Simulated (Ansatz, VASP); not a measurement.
# One calculation of CuGe4, two programs

```
Ge Cu
1.0
     4.03036    0.00000    0.00000
    -2.01518    3.49039    0.00000
     0.00000    0.00000   21.49841
Ge Cu
4 1
Cartesian
  0.0000 2.3269 4.0000
  0.0000 0.0000 4.8227
  0.0000 0.0000 7.4366
  2.0152 1.1635 8.1984
  1.5674 3.4904 11.4984
```

Alike in both runs: task single point; functional PBE; dispersion D3(BJ); k mesh 9 × 9 × 1; occupations gaussian, width 0.1 eV; no spin polarisation.

|  | VASP | Ansatz |
| --- | --- | --- |
| version | VASP 6.6.1 | Ansatz 0.2.0 |
| potentials or method | VASP PAW PBE potentials, release 64 (Ge_d, Cu), cutoff 520 eV | scalar-relativistic, plane waves, PAW |
| valence electrons in the cell | 67 | 75 |

|  | VASP | Ansatz | Ansatz less VASP |
| --- | --- | --- | --- |
| gap on the k mesh at the Fermi level (eV) | none | none | - |
| rms of the force components (eV/Å) | 0.166 | 0.166 | -0.0002 |

Atom by atom the forces differ by 0.001 eV/Å (rms over components). A gap of «none» marks a metal or a gap that the smearing closes. VASP's potentials hold 67 valence electrons a cell and Ansatz's 75, so a difference there can come from the potentials and not from the codes. Ansatz's warnings: xc potential rough in thin density.
